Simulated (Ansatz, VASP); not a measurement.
SrCl2: VASP beside Ansatz

```
Sr Cl
1.0
     0.00000    3.49772    3.49772
     3.49772    0.00000    3.49772
     3.49772    3.49772    0.00000
Sr Cl
1 2
Direct
  0.00000 0.00000 0.00000
  0.25000 0.25000 0.25000
  0.75000 0.75000 0.75000
```

Alike in both runs: task single point; functional r2SCAN; k mesh 4 × 4 × 4; occupations gaussian, width 0.2 eV; no spin polarisation.

```csv
,VASP,Ansatz
version,VASP 6.6.1,Ansatz 0.2.0
potentials or method,"VASP PAW PBE potentials, release 64 (Sr_sv, Cl)",plane waves
plane-wave cutoff (eV),520,500
valence electrons in the cell,24,24
```

|  | VASP | Ansatz | Ansatz less VASP |
| --- | --- | --- | --- |
| gap on the k mesh at the Fermi level (eV) | 5.94 | 5.94 | +0.001 |
| pressure (GPa) | 0.0 | 0.0 | -0.04 |

VASP's potentials were made for PBE, not for r2SCAN. With one functional, cell and mesh, what is left measures potentials, basis and numerics.
